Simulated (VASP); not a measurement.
MgSe, 2 atoms in the cell. It takes space group Fm-3m (No. 225, cubic). Conventional cell: a = 5.473 Å, b = 5.473 Å, c = 5.473 Å, α = 90.00°, β = 90.00°, γ = 90.00°. Within 3.6 Å of Mg (site symmetry m-3m) lie 6 Se at 2.74 Å. Within 3.6 Å of Se (site symmetry m-3m) lie 6 Mg at 2.74 Å. 

| Quantity | Value |
| --- | --- |
| Program | VASP 6.6.1 |
| Task | single point |
| Functional | PBE |
| Potentials or basis | VASP PAW PBE potentials, release 64 (Mg, Se) |
| Cutoff | 600 eV |
| k mesh | 8 × 8 × 8 |
| Occupations | gaussian, width 0.01 eV |
| Spin | no spin polarisation |
| Dipole correction | no |
| Further INCAR settings | ALGO = Normal; EDIFF = 1e-06; NBANDS = 11 |

Potentials or basis: VASP PAW PBE potentials, release 64 (Mg, Se).

Command:

```sh
$ cat potpaw_PBE.64/Mg/POTCAR potpaw_PBE.64/Se/POTCAR > POTCAR
$ mpirun -np 1 vasp_std > vasp.out
```

Hardware: 1 thread of Intel(R) Xeon(R) Platinum 8259CL CPU @ 2.50GHz (Skylake/Cascade Lake), with other jobs on the host.

Question: Estimate the wall time of this run.

Answer: Run time: 17 s on 1 thread of Intel(R) Xeon(R) Platinum 8259CL CPU @ 2.50GHz (Skylake/Cascade Lake) (shared host), peak memory 0.18 GiB. Counts: scf iterations 12, k points 29.
